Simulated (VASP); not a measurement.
# Be4OsPt2 (P6/mmm) in VASP: a series of runs

Runs on Be4OsPt2. Level: PBE. Tasks: single point, relaxation of cell and atoms.

All numbers are computed with VASP 6.6.1; they aren't measurements. Logs are shortened: lines on timing, memory, paths and dates and some standing lists are left out, and cuts for length are marked.

## Step 1: The cell of the first run

The structure is hexagonal, space group P6/mmm (No. 191). Conventional cell: a = 3.455 Å, b = 3.455 Å, c = 8.596 Å, α = 90.00°, β = 90.00°, γ = 120.00°. Be (site symmetry -6m2) has 3 Be at 1.99 Å and 6 Pt at 2.18 Å within 2.6 Å. Within 1.9 Å of Be (site symmetry 6mm) lie 1 Os at 1.45 Å. Within 1.9 Å of Os (site symmetry 6/mmm) lie 2 Be at 1.45 Å. Pt (site symmetry 6mm) has 1 Pt at 1.77 Å and 7 Be at 1.97 to 2.18 Å within 2.4 Å.

## Step 2: Single point, PBE

Contents of INCAR:

```
SYSTEM = Be4OsPt2
PREC = Accurate ; ENCUT = 520
EDIFF = 1E-6 ; ISMEAR = 0
SIGMA = 0.1 ; LREAL = .False.
LASPH = .True. ; NELM = 100
ALGO = Fast ; ISIF = 2
LWAVE = .False. ; LCHARG = .False.
GGA = PE ; NBANDS = 27
```

Contents of KPOINTS:

```
Automatic mesh
0
Gamma
  6 6 2
  0 0 0
```

Contents of POSCAR:

```
Be4OsPt2
1.0
    3.4553535100      0.0000000000      0.0000000000
   -1.7276767600      2.9924239200      0.0000000000
    0.0000000000      0.0000000000      8.5958847100
Be Os Pt
4 1 2
Direct
    0.3333333300      0.6666666700      0.0000000000
    0.6666666700      0.3333333300      0.0000000000
    0.0000000000      0.0000000000      0.6682300700
    0.0000000000      0.0000000000      0.3317699300
    0.0000000000      0.0000000000      0.5000000000
    0.0000000000      0.0000000000      0.8970843700
    0.0000000000      0.0000000000      0.1029156300
```

Potentials or basis: VASP PAW PBE potentials, release 64 (Be, Os, Pt).

The run is started by

```bash
$ cat potpaw_PBE.64/Be/POTCAR potpaw_PBE.64/Os/POTCAR potpaw_PBE.64/Pt/POTCAR > POTCAR
$ mpirun -np 1 vasp_std > vasp.out
```

OUTCAR:

```text
SYSTEM = Be4OsPt2
   PREC = Accurate
   ENCUT = 520
   EDIFF = 1E-6
   ISMEAR = 0
   LREAL = .False.
   LASPH = .True.
   NELM = 100
   ISIF = 2
   GGA = PE

 ion  position               nearest neighbor table
   1  0.333  0.667  0.000-   2 1.99   2 1.99   2 1.99   7 2.18   6 2.18   7 2.18   6 2.18   7 2.18
                             6 2.18
   2  0.667  0.333  0.000-   1 1.99   1 1.99   1 1.99   7 2.18   6 2.18   6 2.18   7 2.18   6 2.18
                             7 2.18
   3  0.000  0.000  0.668-   5 1.45   6 1.97
   4  0.000  0.000  0.332-   5 1.45   7 1.97
   5  0.000  0.000  0.500-   3 1.45   4 1.45   6 3.41   7 3.41
   6  0.000  0.000  0.897-   7 1.77   3 1.97   1 2.18   2 2.18   2 2.18   1 2.18   2 2.18   1 2.18
                             5 3.41
   7  0.000  0.000  0.103-   6 1.77   4 1.97   1 2.18   2 2.18   2 2.18   1 2.18   2 2.18   1 2.18
                             5 3.41

  LATTYP: Found a hexagonal cell.
 ALAT       =     3.4553535100
 C/A-ratio  =     2.4877005161

  Lattice vectors:

 A1 = (   3.4553535100,   0.0000000000,   0.0000000000)
 A2 = (  -1.7276767600,   2.9924239200,   0.0000000000)
 A3 = (   0.0000000000,   0.0000000000,   8.5958847100)

Analysis of symmetry for initial positions (statically):
=====================================================================
 Subroutine PRICEL returns:
 Original cell was already a primitive cell.

 Routine SETGRP: Setting up the symmetry group for a
 hexagonal supercell.

 Subroutine GETGRP returns: Found 24 space group operations
 (whereof 24 operations were pure point group operations)
 out of a pool of 24 trial point group operations.

The static configuration has the point symmetry D_6h.

Analysis of symmetry for dynamics (positions and initial velocities):
=====================================================================
 Subroutine PRICEL returns:
 Original cell was already a primitive cell.

 Routine SETGRP: Setting up the symmetry group for a
 hexagonal supercell.

 Subroutine GETGRP returns: Found 24 space group operations
 (whereof 24 operations were pure point group operations)
 out of a pool of 24 trial point group operations.

The dynamic configuration has the point symmetry D_6h.

 Subroutine INISYM returns: Found 24 space group operations
 (whereof 24 operations are pure point group operations),
 and found     1 'primitive' translations

----------------------------------------------------------------------------------------

                                     Primitive cell

  volume of cell :      88.8804

  direct lattice vectors                    reciprocal lattice vectors
     3.455353510  0.000000000  0.000000000     0.289405989  0.167088626  0.000000000
    -1.727676760  2.992423920  0.000000000     0.000000000  0.334177251  0.000000000
     0.000000000  0.000000000  8.595884710     0.000000000  0.000000000  0.116334739

  length of vectors
     3.455353510  3.455353514  8.595884710     0.334177252  0.334177251  0.116334739

  position of ions in fractional coordinates (direct lattice)
     0.333333330  0.666666670  0.000000000
     0.666666670  0.333333330  0.000000000
     0.000000000  0.000000000  0.668230070
     0.000000000  0.000000000  0.331769930
     0.000000000  0.000000000  0.500000000
     0.000000000  0.000000000  0.897084370
     0.000000000  0.000000000  0.102915630

  ion indices of the primitive-cell ions
   primitive index   ion index
                 1           1
                 2           2
                 3           3
                 4           4
                 5           5
                 6           6
                 7           7

----------------------------------------------------------------------------------------

 KPOINTS: Automatic mesh

Automatic generation of k-mesh.
 Grid dimensions read from file:
 generate k-points for:    6    6    2

 Generating k-lattice:

  Cartesian coordinates                     Fractional coordinates (reciprocal lattice)
     0.048234332  0.027848104  0.000000000     0.166666667  0.000000000  0.000000000
     0.000000000  0.055696209  0.000000000     0.000000000  0.166666667  0.000000000
     0.000000000  0.000000000  0.058167369     0.000000000  0.000000000  0.500000000

  Length of vectors
     0.055696209  0.055696209  0.058167369

  Shift w.r.t. Gamma in fractional coordinates (k-lattice)
     0.000000000  0.000000000  0.000000000

 Subroutine IBZKPT returns following result:
 ===========================================

 Found     14 irreducible k-points:

 Following reciprocal coordinates:
            Coordinates               Weight
  0.000000  0.000000  0.000000      1.000000
  0.166667  0.000000  0.000000      6.000000
  0.333333  0.000000  0.000000      6.000000
  0.500000 -0.000000  0.000000      3.000000
  0.166667  0.166667  0.000000      6.000000
  0.333333  0.166667  0.000000     12.000000
  0.333333  0.333333  0.000000      2.000000
  0.000000  0.000000  0.500000      1.000000
  0.166667  0.000000  0.500000      6.000000
  0.333333  0.000000  0.500000      6.000000
  0.500000 -0.000000  0.500000      3.000000
  0.166667  0.166667  0.500000      6.000000
  0.333333  0.166667  0.500000     12.000000
  0.333333  0.333333  0.500000      2.000000
   k-points           NKPTS =     14   k-points in BZ     NKDIM =     14   number of bands    NBANDS=     27
   number of dos      NEDOS =    301   number of ions     NIONS =      7
   total plane-waves  NPLWV =  50176
   dimension x,y,z NGX =    28 NGY =   28 NGZ =   64
   dimension x,y,z NGXF=    56 NGYF=   56 NGZF=  128
   ions per type =               4   1   2
   NGX,Y,Z   is equivalent  to a cutoff of  13.47, 13.47, 12.38 a.u.
   NGXF,Y,Z  is equivalent  to a cutoff of  26.94, 26.94, 24.76 a.u.
 SYSTEM =  Be4OsPt2
   PREC   = accura    normal or accurate (medium, high low for compatibility)
   ISTART =      0    job   : 0-new  1-cont  2-samecut
   ICHARG =      2    charge: 1-file 2-atom 10-const
   ISPIN  =      1    spin polarized calculation?
   LNONCOLLINEAR =      F non collinear calculations
   LSORBIT =      F    spin-orbit coupling
   LASPH  =      T    aspherical Exc in radial PAW
   ENCUT  =  520.0 eV  38.22 Ry    6.18 a.u.   6.42  6.42 15.98*2*pi/ulx,y,z
   NELM   =    100;   NELMIN=  2; NELMDL= -5     # of ELM steps
   EDIFF  = 0.1E-05   stopping-criterion for ELM
   LREAL  =      F    real-space projection
   EDIFFG = 0.1E-04   stopping-criterion for IOM
   NSW    =      0    number of steps for IOM
   IBRION =     -1    ionic relax: 0-MD 1-quasi-New 2-CG
   NFREE  =      0    steps in history (QN), initial steepest desc. (CG)
   ISIF   =      2    stress and relaxation
   ISYM   =      2    0-nonsym 1-usesym 2-fastsym
   POTIM  = 0.5000    time-step for ionic-motion
   TEBEG  =    0.0;   TEEND  =   0.0 temperature during run
   PSTRESS=    0.0 pullay stress
   NELECT =      36.0000    total number of electrons
   NUPDOWN=      -1.0000    fix difference up-down
   EMIN   =  10.00;   EMAX   =-10.00  energy-range for DOS
   EFERMI =   0.00;   METHOD = LEGACY
   ISMEAR =     0;   SIGMA  =   0.10  broadening in eV -4-tet -1-fermi 0-gaus
   EFERMI_NEDOS =   21; number of points for ismear=-14 and -15
   IALGO  =     68    algorithm
   IMIX   =      4    mixing-type and parameters
     AMIX     =   0.40;   BMIX     =  1.00
     AMIX_MAG =   1.60;   BMIX_MAG =  1.00
  volume/ion in A,a.u.               =      12.70        85.68
  Fermi-wavevector in a.u.,A,eV,Ry     =   1.211268  2.288965 19.962064  1.467170
  Thomas-Fermi vector in A             =   2.346789
   LORBIT       =      0    0 simple, 1 ext, 2 COOP (PROOUT), +10 PAW based schemes
   GGA     = PE    functional components
   LHFCALC =     F    Hartree Fock is set to
   AEXX    =    0.0000 exact exchange contribution
   IVDW    =     0    specifies the selected vdW correction
   LEPSILON=     F    determine dielectric tensor
   LRPA    =     F    only Hartree local field effects (RPA)
 non-spin polarized calculation
 RMM-DIIS sequential band-by-band and
 Gauss-broadening in eV      SIGMA  =   0.10
  energy-cutoff  :      520.00
  volume of cell :       88.88
 maximum number of plane-waves:      2414
 NGX is ok and might be reduce to    28
   NGX = 13   NGY = 13   NGZ = 31

 number of electron      35.9999997 magnetization

 Free energy of the ion-electron system (eV)
  ---------------------------------------------------
  ext. energy  EPLUGINS =         0.00000000
  ---------------------------------------------------
  free energy    TOTEN  =        -5.83966442 eV

  energy without entropy =       -5.81688231  energy(sigma->0) =       -5.82827337

 E-fermi :   6.2216     XC(G=0): -10.9811

 val. band max:        6.2027935025   @ k =   0.0000   0.0000   0.0000
 cond. band min:       6.2340188184   @ k =   0.1667   0.1667   0.5000
 fundamental gap:      0.0312253159
 Fermi energy:         6.2215635548

 k-point     1 :       0.0000    0.0000    0.0000
  band No.  band energies     occupation
      1      -4.8652      2.00000
      2      -2.9621      2.00000
      3      -2.9621      2.00000
      4      -2.8412      2.00000
      5      -1.6820      2.00000
      6      -1.6820      2.00000
[... 19 lines left out ...]
     26      14.4750      0.00000
     27      14.8888      0.00000

 k-point     2 :       0.1667    0.0000    0.0000
  band No.  band energies     occupation
      1      -4.5669      2.00000
      2      -3.1972      2.00000
      3      -3.1931      2.00000
      4      -2.7763      2.00000
      5      -1.4172      2.00000
      6      -1.0614      2.00000
[... 352 lines left out ...]
 k-point    14 :       0.3333    0.3333    0.5000
  band No.  band energies     occupation
      1      -4.1116      2.00000
      2      -4.1116      2.00000
      3      -2.8751      2.00000
      4      -0.5929      2.00000
      5      -0.2900      2.00000
      6      -0.2900      2.00000
[... 19 lines left out ...]
     26      13.1905      0.00000
     27      13.1905      0.00000

------------------------ aborting loop because EDIFF is reached ----------------------------------------

  FORCE on cell =-STRESS in cart. coord.  units (eV):
  Direction    XX          YY          ZZ          XY          YZ          ZX
  --------------------------------------------------------------------------------------
  -------------------------------------------------------------------------------------
  Total       12.7958601     12.7958601    177.5469907     -0.0000000      0.0000000      0.0000000
  in kB      230.6608449    230.6608451   3200.4991237     -0.0000004      0.0000000      0.0000000
  external PRESSURE =    1220.6069379 kB  Pullay stress =       0.0000000 kB

 VOLUME and BASIS-vectors are now :
 -----------------------------------------------------------------------------
  energy-cutoff  :      520.00
  volume of cell :       88.88
      direct lattice vectors                 reciprocal lattice vectors
     3.455353510  0.000000000  0.000000000     0.289405989  0.167088626  0.000000000
    -1.727676760  2.992423920  0.000000000     0.000000000  0.334177251  0.000000000
     0.000000000  0.000000000  8.595884710     0.000000000  0.000000000  0.116334739

 POSITION                                       TOTAL-FORCE (eV/Angst)
 -----------------------------------------------------------------------------------
     -0.00000      1.99495      0.00000        -0.000000     -0.000000      0.000000
      1.72768      0.99747      0.00000         0.000000     -0.000000      0.000000
      0.00000      0.00000      5.74403         0.000000      0.000000     23.069624
      0.00000      0.00000      2.85186         0.000000      0.000000    -23.069624
      0.00000      0.00000      4.29794         0.000000      0.000000      0.000000
      0.00000      0.00000      7.71123        -0.000000      0.000000    -48.468118
      0.00000      0.00000      0.88465         0.000000      0.000000     48.468118
 -----------------------------------------------------------------------------------
    total drift:                               -0.000000     -0.000000     -0.000000

  FREE ENERGIE OF THE ION-ELECTRON SYSTEM (eV)
  ---------------------------------------------------
  free  energy   TOTEN  =        -5.8396644239 eV

  energy  without entropy=       -5.8168823147  energy(sigma->0) =       -5.82827337
```

It took 57 s on 1 thread of Intel Xeon Platinum 8259CL at 2.50GHz (Skylake/Cascade Lake), shared host; peak memory 0.23 GiB.

What came out:

```yaml
Free_energy: -5.8397 eV
Pressure: 122.1 GPa
Largest_force: 48.468 eV/Å
Band_gap_on_the_k_mesh: zero (band 18 reaches 6.29 eV, above the bottom of band 19 at 5.87 eV)
```

Forces on the atoms (eV/Å):
```
Be    0.000   0.000   0.000
Be    0.000   0.000   0.000
Be    0.000   0.000  23.070
Be    0.000   0.000 -23.070
Os    0.000   0.000   0.000
Pt    0.000   0.000 -48.468
Pt    0.000   0.000  48.468
```

Caveat: the k points lie up to 0.37 Å⁻¹ apart; spin-orbit coupling is left out, which moves the levels of the heavy elements; forces of over 1 eV/Å act on the atoms, so gaps and moduli don't describe the material at rest.

[end of part 1 of 2]
